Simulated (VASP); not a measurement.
# CdS: single point with PBE

The system is CdS.

```
CELL_PARAMETERS angstrom
0.00000 2.72678 2.72678
2.72678 0.00000 2.72678
2.72678 2.72678 0.00000
ATOMIC_POSITIONS crystal
Cd 0.00000 0.00000 0.00000
S 0.50000 0.50000 0.50000
```

```yaml
Program: VASP 6.6.1
Task: single point
Functional: PBE
Potentials_or_basis: VASP PAW PBE potentials, release 64 (Cd, S)
Cutoff: 520 eV
k_mesh: 4 × 4 × 4
Occupations: gaussian, width 0.01 eV
Spin: no spin polarisation
Dipole_correction: no
Further_INCAR_settings: ALGO = Normal; EDIFF = 1e-06; NBANDS = 16
```

- Pressure: 2.6 GPa
- Band gap on the k mesh: 0.21 eV, indirect (least direct gap 1.69 eV)

Levels at points of the mesh, in eV from the valence-band top:
```csv
k point,band 6,band 7,band 8,band 9,band 10,band 11,band 12,band 13
"(0.00, 0.00, 0.00)",-7.70,-0.75,-0.75,-0.75,0.94,9.21,9.21,9.21
"(0.50, 0.00, 0.00)",-7.49,-4.92,0.00,0.00,3.48,5.87,5.87,6.88
"(0.50, 0.50, 0.00)",-6.71,-4.31,-2.18,-2.18,0.21,6.00,9.92,11.32
```

It took 8.1 s on 1 thread of Intel(R) Xeon(R) Platinum 8375C CPU @ 2.90GHz (Ice Lake), on a shared host, peak memory 0.16 GiB.

Caveat: the k points lie up to 0.50 Å⁻¹ apart. A k mesh can miss the band edges.
